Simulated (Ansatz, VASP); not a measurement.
Two plane-wave programs on Ba

```xyz
1
Lattice="0.0000 3.1615 3.1615 3.1615 0.0000 3.1615 3.1615 3.1615 0.0000" Properties=species:S:1:pos:R:3 pbc="T T T"
Ba    0.0000    0.0000    0.0000
```

Alike in both runs: task single point; functional PBEsol; k mesh 14 × 14 × 14; occupations gaussian, width 0.15 eV; no spin polarisation.

|  | VASP | Ansatz |
| --- | --- | --- |
| version | VASP 6.6.1 | Ansatz 0.2.0 |
| potentials or method | VASP PAW PBE potentials, release 64 (Ba_sv), cutoff 520 eV | scalar-relativistic, plane waves, PAW |
| valence electrons in the cell | 10 | 10 |

|  | VASP | Ansatz | Ansatz less VASP |
| --- | --- | --- | --- |
| gap on the k mesh at the Fermi level (eV) | none | none | - |
| pressure (GPa) | -0.5 | -0.6 | -0.05 |

VASP's potentials were made for PBE, not for PBEsol. A gap of «none» marks a metal or a gap that the smearing closes.

Spin-orbit coupling is off throughout.
